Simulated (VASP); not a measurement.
# C (C2/m) in VASP: further runs

The runs below take C through relaxation of cell and atoms, single point, with r2SCAN+D4, PBEsol+D3(BJ).

Program: VASP 6.6.1. These are calculated values, not measurements. Logs are shortened: lines on timing, memory, paths and dates and some standing lists are left out, and cuts for length are marked.

## 1. The cell of the first run

It takes space group C2/m (No. 12, monoclinic). The conventional cell has a = 4.255 Å, b = 2.457 Å, c = 3.765 Å, α = 90.00°, β = 111.49°, γ = 90.00°. C (site symmetry m) has 3 C at 1.42 Å within 1.9 Å.

## 2. Relaxation of cell and atoms, r2SCAN+D4

POSCAR

```
C
1.0
    2.1273200000     -1.2282820000      0.0000000000
    2.1273200000      1.2282820000      0.0000000000
   -1.3790700000      0.0000000000      3.5028300000
C
2
Direct
    0.8333560000      0.8333560000      0.0000930000
    0.1666440000      0.1666440000      0.9999070000
```

INCAR.step1

```
SYSTEM = C
ALGO = Normal ; EDIFF = 1E-4
ENCUT = 600 ; GGA = PE
ISMEAR = 1 ; LASPH = .True.
LCHARG = .False. ; LREAL = .False.
LWAVE = .True. ; NELM = 60
PREC = Accurate ; SIGMA = 0.1
```

INCAR.step2

```
SYSTEM = C
ALGO = Normal ; EDIFF = 1E-6
EDIFFG = -0.05 ; ENCUT = 600
IBRION = 2 ; ISIF = 3
ISMEAR = 1 ; ISTART = 1
IVDW = 13 ; LASPH = .True.
LCHARG = .False. ; LMIXTAU = .True.
LREAL = .False. ; LWAVE = .False.
METAGGA = R2SCAN ; NELM = 60
NSW = 80 ; PREC = Accurate
SIGMA = 0.1 ; VDW_A1 = 0.51559235
VDW_A2 = 5.77342911 ; VDW_S6 = 1.0
VDW_S8 = 0.6018749
```

KPOINTS

```
k-points
0
Gamma
  16 16 9
  0 0 0
```

Potentials or basis: VASP PAW PBE potentials, release 64 (C).

The run is started by

```sh
> cat potpaw_PBE.64/C/POTCAR > POTCAR
> cp INCAR.step1 INCAR
> mpirun -np 1 vasp_std > vasp.out
> cp INCAR.step2 INCAR
> mpirun -np 1 vasp_std > vasp.out
```

OUTCAR:

```text
SYSTEM = C
   EDIFF = 1E-6
   EDIFFG = -0.05
   ENCUT = 600
   IBRION = 2
   ISIF = 3
   ISMEAR = 1
   ISTART = 1
   IVDW = 13
   LASPH = .True.
   LREAL = .False.
   METAGGA = R2SCAN
   NELM = 60
   NSW = 80
   PREC = Accurate

 ion  position               nearest neighbor table
   1  0.833  0.833  0.000-   2 1.42   2 1.42   2 1.42
   2  0.167  0.167  1.000-   1 1.42   1 1.42   1 1.42

  LATTYP: Found a base centered monoclinic cell.
 ALAT       =     4.2546400000
 B/A-ratio  =     0.5773846906
 C/A-ratio  =     0.8848047021
 COS(beta)  =    -0.3663330234

  Lattice vectors:

 A1 = (   2.1273200000,  -1.2282820000,   0.0000000000)
 A2 = (   2.1273200000,   1.2282820000,   0.0000000000)
 A3 = (  -1.3790700000,   0.0000000000,   3.5028300000)

Analysis of symmetry for initial positions (statically):
=====================================================================
 Subroutine PRICEL returns:
 Original cell was already a primitive cell.

 Routine SETGRP: Setting up the symmetry group for a
 base centered monoclinic supercell.

 Subroutine GETGRP returns: Found  4 space group operations
 (whereof  4 operations were pure point group operations)
 out of a pool of  4 trial point group operations.

The static configuration has the point symmetry C_2h.

Analysis of symmetry for dynamics (positions and initial velocities):
=====================================================================
 Subroutine PRICEL returns:
 Original cell was already a primitive cell.

 Routine SETGRP: Setting up the symmetry group for a
 base centered monoclinic supercell.

 Subroutine GETGRP returns: Found  4 space group operations
 (whereof  4 operations were pure point group operations)
 out of a pool of  4 trial point group operations.

The dynamic configuration has the point symmetry C_2h.

 Subroutine INISYM returns: Found  4 space group operations
 (whereof  4 operations are pure point group operations),
 and found     1 'primitive' translations

----------------------------------------------------------------------------------------

                                     Primitive cell

  volume of cell :      18.3054

  direct lattice vectors                    reciprocal lattice vectors
     2.127320000 -1.228282000  0.000000000     0.235037512 -0.407072643  0.092534660
     2.127320000  1.228282000  0.000000000     0.235037512  0.407072643  0.092534660
    -1.379070000  0.000000000  3.502830000     0.000000000  0.000000000  0.285483452
[... 72 lines left out ...]
   NGX,Y,Z   is equivalent  to a cutoff of  13.54, 13.54, 13.25 a.u.
   NGXF,Y,Z  is equivalent  to a cutoff of  27.07, 27.07, 26.50 a.u.
 SYSTEM =  C
   PREC   = accura    normal or accurate (medium, high low for compatibility)
   ISTART =      1    job   : 0-new  1-cont  2-samecut
   ICHARG =      0    charge: 1-file 2-atom 10-const
   ISPIN  =      1    spin polarized calculation?
   LNONCOLLINEAR =      F non collinear calculations
   LSORBIT =      F    spin-orbit coupling
   LASPH  =      T    aspherical Exc in radial PAW
   ENCUT  =  600.0 eV  44.10 Ry    6.64 a.u.   4.91  4.91  7.52*2*pi/ulx,y,z
   NELM   =     60;   NELMIN=  2; NELMDL=  0     # of ELM steps
   EDIFF  = 0.1E-05   stopping-criterion for ELM
   LREAL  =      F    real-space projection
   EDIFFG = -.5E-01   stopping-criterion for IOM
   NSW    =     80    number of steps for IOM
   IBRION =      2    ionic relax: 0-MD 1-quasi-New 2-CG
   NFREE  =      1    steps in history (QN), initial steepest desc. (CG)
   ISIF   =      3    stress and relaxation
   ISYM   =      2    0-nonsym 1-usesym 2-fastsym
   POTIM  = 0.5000    time-step for ionic-motion
   TEBEG  =    0.0;   TEEND  =   0.0 temperature during run
   PSTRESS=    0.0 pullay stress
   NELECT =       8.0000    total number of electrons
   NUPDOWN=      -1.0000    fix difference up-down
   EMIN   =  10.00;   EMAX   =-10.00  energy-range for DOS
   EFERMI =   0.00;   METHOD = LEGACY
   ISMEAR =     1;   SIGMA  =   0.10  broadening in eV -4-tet -1-fermi 0-gaus
   EFERMI_NEDOS =   21; number of points for ismear=-14 and -15
   IALGO  =     38    algorithm
   IMIX   =      4    mixing-type and parameters
     AMIX     =   0.40;   BMIX     =  1.00
     AMIX_MAG =   1.60;   BMIX_MAG =  1.00
  volume/ion in A,a.u.               =       9.15        61.77
  Fermi-wavevector in a.u.,A,eV,Ry     =   1.242352  2.347706 20.999772  1.543440
  Thomas-Fermi vector in A             =   2.376711
   LORBIT       =      0    0 simple, 1 ext, 2 COOP (PROOUT), +10 PAW based schemes
   METAGGA = R2SCAN    functional components
   LHFCALC =     F    Hartree Fock is set to
   AEXX    =    0.0000 exact exchange contribution
   IVDW    =    13    specifies the selected vdW correction
   LEPSILON=     F    determine dielectric tensor
   LRPA    =     F    only Hartree local field effects (RPA)
 conjugate gradient relaxation of ions
 non-spin polarized calculation
 Methfessel and Paxton  Order N= 1 SIGMA  =   0.10
  energy-cutoff  :      600.00
  volume of cell :       18.31
 maximum number of plane-waves:       626
   NGX =  9   NGY =  9   NGZ = 15

--------------------------------------- Ionic step        1  -------------------------------------------

 number of electron       8.0000000 magnetization

 Free energy of the ion-electron system (eV)
  ---------------------------------------------------
  ext. energy  EPLUGINS =         0.00000000
  ---------------------------------------------------
  free energy    TOTEN  =       -19.88327448 eV

  energy without entropy =      -19.88330976  energy(sigma->0) =      -19.88328624

------------------------ aborting loop because EDIFF is reached ----------------------------------------

  DFT-D4 for vdW energy calculation

  Edisp (eV):   -0.14649
[... 271 lines left out ...]
--------------------------------------- Ionic step        8  -------------------------------------------

 number of electron       8.0000000 magnetization

 Free energy of the ion-electron system (eV)
  ---------------------------------------------------
  ext. energy  EPLUGINS =         0.00000000
  ---------------------------------------------------
  free energy    TOTEN  =       -19.88089806 eV

  energy without entropy =      -19.88092098  energy(sigma->0) =      -19.88090570

 E-fermi :   4.6150     XC(G=0): -11.1570

 val. band max:        4.5489617159   @ k =  -0.3125   0.3125   0.0000
 cond. band min:       5.0278060057   @ k =  -0.3125   0.3750   0.3333
 fundamental gap:      0.4788442898
 Fermi energy:         4.6149598730

 k-point     1 :       0.0000    0.0000    0.0000
  band No.  band energies     occupation
      1     -16.2780      2.00000
      2      -2.3201      2.00000
      3       1.5229      2.00000
      4       1.5339      2.00000
      5       9.1664      0.00000
      6      13.4933      0.00000
      7      13.5003      0.00000
      8      17.1369      0.00000
[... 243 lines left out ...]
 k-point    24 :      -0.0625    0.0625    0.0000
  band No.  band energies     occupation
      1     -15.9812      2.00000
      2      -1.9817      2.00000
      3       0.4176      2.00000
      4       0.9000      2.00000
      5       9.5175      0.00000
      6      13.7509      0.00000
      7      14.5844      0.00000
      8      16.0638      0.00000

 [... further k-points ...]

------------------------ aborting loop because EDIFF is reached ----------------------------------------

  DFT-D4 for vdW energy calculation

  Edisp (eV):   -0.15300
[... 25 lines left out ...]
  FREE ENERGIE OF THE ION-ELECTRON SYSTEM (eV)
  ---------------------------------------------------
  free  energy   TOTEN  =       -20.0339025639 eV

  energy  without entropy=      -20.0339254836  energy(sigma->0) =      -20.03391020

 reached required accuracy - stopping structural energy minimisation
```

It took 14 min on 1 thread of Intel Xeon 6975P-C (Granite Rapids), shared host; peak memory 0.2 GiB.

Results:

- Free energy: -20.0339 eV
- Relaxed volume: 8.74 Å³/atom
- Relaxed cell: a = 2.455 Å, b = 2.455 Å, c = 3.626 Å, α = 109.33°, β = 109.33°, γ = 60.00°
- Space group after relaxing (to 0.1 Å): R-3m (No. 166)
- Energy gained by relaxing: 2.1 meV/atom
- Ionic steps: 8
- Pressure after relaxing: -0.3 GPa
- Largest force after relaxing: 0.023 eV/Å
- Dispersion energy per atom: -0.076 eV

Forces in eV/Å, atoms in the order of the input:
```
C    0.014  0.000  0.018
C   -0.014  0.000 -0.018
```

Stress tensor (GPa, compression positive):
```
-0.39  0.00 -0.04
 0.00 -0.42  0.00
-0.04  0.00 -0.07
```

The path:
```csv
step,energy change (eV),largest force (eV/Å),pressure (GPa),volume (Å³)
1,0.0000,0.0097,-1.16,18.31
2,-0.0002,0.0065,1.21,18.13
3,-0.0004,0.0004,0.17,18.21
4,-0.0010,0.0080,0.17,18.13
5,-0.0025,0.0336,0.21,17.92
6,-0.0039,0.0841,0.31,17.49
7,-0.0032,0.1340,-1.47,17.46
8,-0.0041,0.0226,-0.29,17.48
```

Final structure:
```xyz
2
Lattice="2.1258 -1.2273 -0.0024 2.1258 1.2273 -0.0024 -1.3820 0.0000 3.3518" Properties=species:S:1:pos:R:3 pbc="T T T"
C     2.1608    0.0000    3.3474
C     0.7087    0.0000   -0.0004
```

Caveat: the PAW data sets were made with another functional, which shifts forces and pressure a little; the relaxation stopped at a loose force limit of 0.05 eV/Å, so its end isn't a converged minimum.

## 3. Single point, PBEsol+D3(BJ)

This run uses another cell than the first one, of 8.64 Å³/atom.

INCAR

```
ALGO = Normal
EDIFF = 1E-6
ENCUT = 520
GGA = PS
ISIF = 2
ISMEAR = 1
IVDW = 12
LASPH = True
LCHARG = True
LELF = True
LREAL = False
LVHAR = True
LWAVE = False
NBANDS = 11
NELM = 100
PREC = Accurate
SIGMA = 0.1
```

KPOINTS

```
k-points
0
Gamma
  16 16 9
```

POSCAR

```
C
1.0
    2.1288110609     -1.2291192295     -0.0127071625
    2.1288110609      1.2291192295     -0.0127071625
   -1.4009601281      0.0000000000      3.3095221538
C
2
Direct
    0.8333876078      0.8333876078      0.0001583819
    0.1666123922      0.1666123922      0.9998416181
```

Potentials or basis: VASP PAW PBE potentials, release 64 (C).

The run is started by

```sh
> cat potpaw_PBE.64/C/POTCAR > POTCAR
> mpirun -np 1 vasp_std > vasp.out
```

Run time: 36 s. Hardware: 1 thread of Intel Xeon 6975P-C (Granite Rapids), shared host; peak memory 0.21 GiB.

The run converged. Its results:

| Quantity | Value |
| --- | --- |
| Free energy | -19.5060 eV |
| Pressure | 0.7 GPa |
| Dispersion energy per atom | -0.112 eV |

Stress tensor (GPa, compression positive):
```
 1.06  0.00 -0.01
 0.00  1.05  0.00
-0.01  0.00 -0.11
```

Caveat: the PAW data sets were made with another functional, which shifts forces and pressure a little.
